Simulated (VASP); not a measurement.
# Li3Dy (Fm-3m) in VASP: further runs

Aim: see how the results for Li3Dy move with the level of theory and the settings. Levels: PBE, r2SCAN. Tasks: relaxation of cell and atoms, single point.

All numbers are computed with VASP 6.6.1; they aren't measurements. Logs are shortened: lines on timing, memory, paths and dates and some standing lists are left out, and cuts for length are marked.

### 1 The cell of the first run

The structure is cubic, space group Fm-3m (No. 225). The conventional cell has a = 6.664 Å, b = 6.664 Å, c = 6.664 Å, α = 90.00°, β = 90.00°, γ = 90.00°. Within 3.8 Å of Li (site symmetry m-3m) lie 8 Li at 2.89 Å and 6 Dy at 3.33 Å. Li (site symmetry -43m) has 10 Li at 2.89 to 3.33 Å and 4 Dy at 2.89 Å within 3.8 Å. Dy (site symmetry m-3m) has 14 Li at 2.89 to 3.33 Å within 3.8 Å.

The cell was built from a structure type or drawn by symmetry, and may not be a known phase.

### 2 Relaxation of cell and atoms, PBE

The input, INCAR:

```
ALGO = Normal
EDIFF = 1E-7
EDIFFG = -0.04
ENCUT = 750
GGA = PE
GGA_COMPAT = False
IBRION = 2
ISIF = 3
ISMEAR = 0
LASPH = True
LCHARG = False
LMAXMIX = 6
LREAL = False
LWAVE = False
NELM = 200
NELMIN = 4
NSW = 90
PREC = Accurate
SIGMA = 0.1
```

The input, KPOINTS:

```
k-points
0
Gamma
  4 4 4
```

The input, POSCAR:

```
Li3Dy
1.0
    0.0000000000      3.3322081800      3.3322081800
    3.3322081800      0.0000000000      3.3322081800
    3.3322081800      3.3322081800      0.0000000000
Li Dy
3 1
Direct
    0.5000000000      0.5000000000      0.5000000000
    0.2500000000      0.2500000000      0.2500000000
    0.7500000000      0.7500000000      0.7500000000
    0.0000000000      0.0000000000      0.0000000000
```

Potentials or basis: VASP PAW PBE potentials, release 64 (Li_sv, Dy_3), 4f in core.

Command:

```sh
$ cat potpaw_PBE.64/Li_sv/POTCAR potpaw_PBE.64/Dy_3/POTCAR > POTCAR
$ mpirun -np 1 vasp_std > vasp.out
```

OUTCAR:

```text
EDIFF = 1E-7
   EDIFFG = -0.04
   ENCUT = 750
   GGA = PE
   IBRION = 2
   ISIF = 3
   ISMEAR = 0
   LASPH = True
   LREAL = False
   NELM = 200
   NELMIN = 4
   NSW = 90
   PREC = Accurate

 ion  position               nearest neighbor table
   1  0.500  0.500  0.500-
   2  0.250  0.250  0.250-   4 2.89   4 2.89   4 2.89   4 2.89
   3  0.750  0.750  0.750-   4 2.89   4 2.89   4 2.89   4 2.89
   4  0.000  0.000  0.000-   3 2.89   3 2.89   2 2.89   2 2.89   3 2.89   2 2.89   3 2.89   2 2.89

  LATTYP: Found a face centered cubic cell.
 ALAT       =     6.6644163600

  Lattice vectors:

 A1 = (   0.0000000000,   3.3322081800,   3.3322081800)
 A2 = (   3.3322081800,   0.0000000000,   3.3322081800)
 A3 = (   3.3322081800,   3.3322081800,   0.0000000000)

Analysis of symmetry for initial positions (statically):
=====================================================================
 Subroutine PRICEL returns:
 Original cell was already a primitive cell.

 Routine SETGRP: Setting up the symmetry group for a
 face centered cubic supercell.

 Subroutine GETGRP returns: Found 48 space group operations
 (whereof 48 operations were pure point group operations)
 out of a pool of 48 trial point group operations.

The static configuration has the point symmetry O_h .

Analysis of symmetry for dynamics (positions and initial velocities):
=====================================================================
 Subroutine PRICEL returns:
 Original cell was already a primitive cell.

 Routine SETGRP: Setting up the symmetry group for a
 face centered cubic supercell.

 Subroutine GETGRP returns: Found 48 space group operations
 (whereof 48 operations were pure point group operations)
 out of a pool of 48 trial point group operations.

The dynamic configuration has the point symmetry O_h .

 Subroutine INISYM returns: Found 48 space group operations
 (whereof 48 operations are pure point group operations),
 and found     1 'primitive' translations

----------------------------------------------------------------------------------------

                                     Primitive cell

  volume of cell :      73.9991

  direct lattice vectors                    reciprocal lattice vectors
     0.000000000  3.332208180  3.332208180    -0.150050649  0.150050649  0.150050649
     3.332208180  0.000000000  3.332208180     0.150050649 -0.150050649  0.150050649
     3.332208180  3.332208180  0.000000000     0.150050649  0.150050649 -0.150050649

  length of vectors
     4.712454001  4.712454001  4.712454001     0.259895348  0.259895348  0.259895348

  position of ions in fractional coordinates (direct lattice)
     0.500000000  0.500000000  0.500000000
     0.250000000  0.250000000  0.250000000
     0.750000000  0.750000000  0.750000000
     0.000000000  0.000000000  0.000000000

  ion indices of the primitive-cell ions
   primitive index   ion index
                 1           1
                 2           2
                 3           3
                 4           4

----------------------------------------------------------------------------------------

 KPOINTS: k-points

Automatic generation of k-mesh.
 Grid dimensions read from file:
 generate k-points for:    4    4    4

 Generating k-lattice:

  Cartesian coordinates                     Fractional coordinates (reciprocal lattice)
    -0.037512662  0.037512662  0.037512662     0.250000000  0.000000000  0.000000000
     0.037512662 -0.037512662  0.037512662     0.000000000  0.250000000  0.000000000
     0.037512662  0.037512662 -0.037512662     0.000000000  0.000000000  0.250000000

  Length of vectors
     0.064973837  0.064973837  0.064973837

  Shift w.r.t. Gamma in fractional coordinates (k-lattice)
     0.000000000  0.000000000  0.000000000

 Subroutine IBZKPT returns following result:
 ===========================================

 Found      8 irreducible k-points:

 Following reciprocal coordinates:
            Coordinates               Weight
  0.000000  0.000000  0.000000      1.000000
  0.250000  0.000000  0.000000      8.000000
  0.500000  0.000000  0.000000      4.000000
  0.250000  0.250000  0.000000      6.000000
  0.500000  0.250000  0.000000     24.000000
 -0.250000  0.250000  0.000000     12.000000
  0.500000  0.500000  0.000000      3.000000
 -0.250000  0.500000  0.250000      6.000000
   k-points           NKPTS =      8   k-points in BZ     NKDIM =      8   number of bands    NBANDS=     13
   number of dos      NEDOS =    301   number of ions     NIONS =      4
   total plane-waves  NPLWV =  74088
   dimension x,y,z NGX =    42 NGY =   42 NGZ =   42
   dimension x,y,z NGXF=    84 NGYF=   84 NGZF=   84
   ions per type =               3   1
   NGX,Y,Z   is equivalent  to a cutoff of  14.82, 14.82, 14.82 a.u.
   NGXF,Y,Z  is equivalent  to a cutoff of  29.63, 29.63, 29.63 a.u.
 SYSTEM =  unknown system
   PREC   = accura    normal or accurate (medium, high low for compatibility)
   ISTART =      0    job   : 0-new  1-cont  2-samecut
   ICHARG =      2    charge: 1-file 2-atom 10-const
   ISPIN  =      1    spin polarized calculation?
   LNONCOLLINEAR =      F non collinear calculations
   LSORBIT =      F    spin-orbit coupling
   LASPH  =      T    aspherical Exc in radial PAW
   ENCUT  =  750.0 eV  55.12 Ry    7.42 a.u.  10.52 10.52 10.52*2*pi/ulx,y,z
   NELM   =    200;   NELMIN=  4; NELMDL= -5     # of ELM steps
   EDIFF  = 0.1E-06   stopping-criterion for ELM
   LREAL  =      F    real-space projection
   EDIFFG = -.4E-01   stopping-criterion for IOM
   NSW    =     90    number of steps for IOM
   IBRION =      2    ionic relax: 0-MD 1-quasi-New 2-CG
   NFREE  =      1    steps in history (QN), initial steepest desc. (CG)
   ISIF   =      3    stress and relaxation
   ISYM   =      2    0-nonsym 1-usesym 2-fastsym
   POTIM  = 0.5000    time-step for ionic-motion
   TEBEG  =    0.0;   TEEND  =   0.0 temperature during run
   PSTRESS=    0.0 pullay stress
   NELECT =      18.0000    total number of electrons
   NUPDOWN=      -1.0000    fix difference up-down
   EMIN   =  10.00;   EMAX   =-10.00  energy-range for DOS
   EFERMI =   0.00;   METHOD = LEGACY
   ISMEAR =     0;   SIGMA  =   0.10  broadening in eV -4-tet -1-fermi 0-gaus
   EFERMI_NEDOS =   21; number of points for ismear=-14 and -15
   IALGO  =     38    algorithm
   IMIX   =      4    mixing-type and parameters
     AMIX     =   0.40;   BMIX     =  1.00
     AMIX_MAG =   1.60;   BMIX_MAG =  1.00
  volume/ion in A,a.u.               =      18.50       124.84
  Fermi-wavevector in a.u.,A,eV,Ry     =   1.021936  1.931178 14.209277  1.044352
  Thomas-Fermi vector in A             =   2.155588
   LORBIT       =      0    0 simple, 1 ext, 2 COOP (PROOUT), +10 PAW based schemes
   GGA     = PE    functional components
   LHFCALC =     F    Hartree Fock is set to
   AEXX    =    0.0000 exact exchange contribution
   IVDW    =     0    specifies the selected vdW correction
   LEPSILON=     F    determine dielectric tensor
   LRPA    =     F    only Hartree local field effects (RPA)
 conjugate gradient relaxation of ions
 non-spin polarized calculation
 Gauss-broadening in eV      SIGMA  =   0.10
  energy-cutoff  :      750.00
  volume of cell :       74.00
 maximum number of plane-waves:      3479
   NGX = 21   NGY = 21   NGZ = 21

--------------------------------------- Ionic step        1  -------------------------------------------

 number of electron      18.0000000 magnetization

 Free energy of the ion-electron system (eV)
  ---------------------------------------------------
  ext. energy  EPLUGINS =         0.00000000
  ---------------------------------------------------
  free energy    TOTEN  =        -9.06547626 eV

  energy without entropy =       -9.04731049  energy(sigma->0) =       -9.05639338

 E-fermi :   2.2666     XC(G=0):  -8.7845

 val. band max:        2.2022662602   @ k =   0.0000   0.0000   0.0000
 cond. band min:       2.3226010476   @ k =   0.2500   0.0000   0.0000
 fundamental gap:      0.1203347874
 Fermi energy:         2.2666365242

 k-point     1 :       0.0000    0.0000    0.0000
  band No.  band energies     occupation
      1     -43.3865      2.00000
      2     -43.3779      2.00000
      3     -43.0905      2.00000
      4     -21.3056      2.00000
      5     -21.3056      2.00000
      6     -21.3056      2.00000
      7      -2.0714      2.00000
      8       2.2023      1.63735
      9       2.2023      1.63735
     10       2.2023      1.63735
     11       4.1397      0.00000
     12       4.1397      0.00000
     13       6.3500      0.00000

 k-point     2 :       0.2500    0.0000    0.0000
  band No.  band energies     occupation
      1     -43.3852      2.00000
      2     -43.3790      2.00000
      3     -43.0908      2.00000
      4     -21.3219      2.00000
      5     -21.3087      2.00000
      6     -21.3087      2.00000
      7      -1.4811      2.00000
      8       1.7116      2.00000
      9       2.3226      0.42868
     10       2.3226      0.42868
     11       3.7385      0.00000
     12       3.7385      0.00000
     13       5.8253      0.00000
[... 183 lines left out ...]
 VOLUME and BASIS-vectors are now :
 -----------------------------------------------------------------------------
  energy-cutoff  :      750.00
  volume of cell :       89.83
      direct lattice vectors                 reciprocal lattice vectors
    -0.000000000  3.554685180  3.554685180    -0.140659432  0.140659432  0.140659432
     3.554685180 -0.000000000  3.554685180     0.140659432 -0.140659432  0.140659432
     3.554685180  3.554685180  0.000000000     0.140659432  0.140659432 -0.140659432

 POSITION                                       TOTAL-FORCE (eV/Angst)
 -----------------------------------------------------------------------------------
      3.55469      3.55469      3.55469         0.000000      0.000000      0.000000
      1.77734      1.77734      1.77734        -0.000000     -0.000000     -0.000000
      5.33203      5.33203      5.33203         0.000000      0.000000      0.000000
     -0.00000      0.00000      0.00000         0.000000      0.000000      0.000000
 -----------------------------------------------------------------------------------
    total drift:                               -0.000000     -0.000000      0.000000

  FREE ENERGIE OF THE ION-ELECTRON SYSTEM (eV)
  ---------------------------------------------------
  free  energy   TOTEN  =        -9.3881242949 eV

  energy  without entropy=       -9.3645978915  energy(sigma->0) =       -9.37636109

--------------------------------------- Ionic step        4  -------------------------------------------

 number of electron      18.0000004 magnetization

 Free energy of the ion-electron system (eV)
  ---------------------------------------------------
  ext. energy  EPLUGINS =         0.00000000
  ---------------------------------------------------
  free energy    TOTEN  =        -9.39041474 eV

  energy without entropy =       -9.36623532  energy(sigma->0) =       -9.37832503

 E-fermi :   1.5309     XC(G=0):  -8.0986

 val. band max:        1.5034700748   @ k =   0.0000   0.0000   0.0000
 cond. band min:       1.6024004202   @ k =   0.2500   0.0000   0.0000
 fundamental gap:      0.0989303454
 Fermi energy:         1.5309219415

 k-point     1 :       0.0000    0.0000    0.0000
  band No.  band energies     occupation
      1     -44.4747      2.00000
      2     -44.4711      2.00000
      3     -44.3786      2.00000
      4     -22.6253      2.00000
      5     -22.6253      2.00000
      6     -22.6253      2.00000
      7      -2.6235      2.00000
      8       1.5035      1.30215
      9       1.5035      1.30215
     10       1.5035      1.30215
     11       3.0511      0.00000
     12       3.0511      0.00000
     13       5.1031      0.00000

 k-point     2 :       0.2500    0.0000    0.0000
  band No.  band energies     occupation
      1     -44.4741      2.00000
      2     -44.4715      2.00000
      3     -44.3788      2.00000
      4     -22.6315      2.00000
      5     -22.6265      2.00000
      6     -22.6265      2.00000
      7      -2.1024      2.00000
      8       0.9655      2.00000
      9       1.6024      0.31208
     10       1.6024      0.31208
     11       2.7508      0.00000
     12       2.7508      0.00000
     13       4.2369      0.00000
[... 107 lines left out ...]
 VOLUME and BASIS-vectors are now :
 -----------------------------------------------------------------------------
  energy-cutoff  :      750.00
  volume of cell :       91.38
      direct lattice vectors                 reciprocal lattice vectors
    -0.000000000  3.575026684  3.575026684    -0.139859096  0.139859096  0.139859096
     3.575026684 -0.000000000  3.575026684     0.139859096 -0.139859096  0.139859096
     3.575026684  3.575026684  0.000000000     0.139859096  0.139859096 -0.139859096

 POSITION                                       TOTAL-FORCE (eV/Angst)
 -----------------------------------------------------------------------------------
      3.57503      3.57503      3.57503        -0.000000     -0.000000     -0.000000
      1.78751      1.78751      1.78751        -0.000000     -0.000000      0.000000
      5.36254      5.36254      5.36254         0.000000      0.000000     -0.000000
      7.15005      3.57503      3.57503        -0.000000     -0.000000     -0.000000
 -----------------------------------------------------------------------------------
    total drift:                               -0.000000      0.000000      0.000000

  FREE ENERGIE OF THE ION-ELECTRON SYSTEM (eV)
  ---------------------------------------------------
  free  energy   TOTEN  =        -9.3904147421 eV

  energy  without entropy=       -9.3662353244  energy(sigma->0) =       -9.37832503

 reached required accuracy - stopping structural energy minimisation
```

It took 37 s on 1 thread of AMD EPYC 9R45 (Zen 5), shared host; peak memory 0.24 GiB.

What came out:

| Quantity | Value |
| --- | --- |
| Free energy | -9.3904 eV |
| Relaxed volume | 22.85 Å³/atom |
| Relaxed cell | a = 5.056 Å, b = 5.056 Å, c = 5.056 Å, α = 60.00°, β = 60.00°, γ = 60.00° |
| Space group after relaxing (to 0.1 Å) | Fm-3m (No. 225) |
| Energy gained by relaxing | 81.2 meV/atom |
| Ionic steps | 4 |
| Pressure after relaxing | 0.0 GPa |
| Band gap on the k mesh | zero (bands 9 and 10 overlap by 0.85 eV) |

Step by step:
```tsv
step	energy change (eV)	largest force (eV/Å)	pressure (GPa)	volume (Å³)
1	0.0000	0.0000	7.03	74.00
2	-0.2612	0.0000	2.59	83.04
3	-0.3226	0.0000	0.43	89.83
4	-0.3249	0.0000	0.04	91.38
```

Final structure:
```
Li Dy
1.0
     0.00000    3.57503    3.57503
     3.57503    0.00000    3.57503
     3.57503    3.57503    0.00000
Li Dy
3 1
Direct
  0.50000 0.50000 0.50000
  0.25000 0.25000 0.25000
  0.75000 0.75000 0.75000
  0.00000 0.00000 0.00000
```

Caveat: the k points lie up to 0.38 Å⁻¹ apart in the final cell, too coarse for converged energies and pressures of a metal; the volume moved by over 15 % at a fixed basis, so the end points are rough; spin-orbit coupling is left out, which moves the levels of the heavy elements; the 4f electrons are frozen in the core, so they carry no moment and show no levels. Spin polarisation is off, so any magnetic state and its effect on volume and gap are missing.

(Part 1 of 2 ends here.)
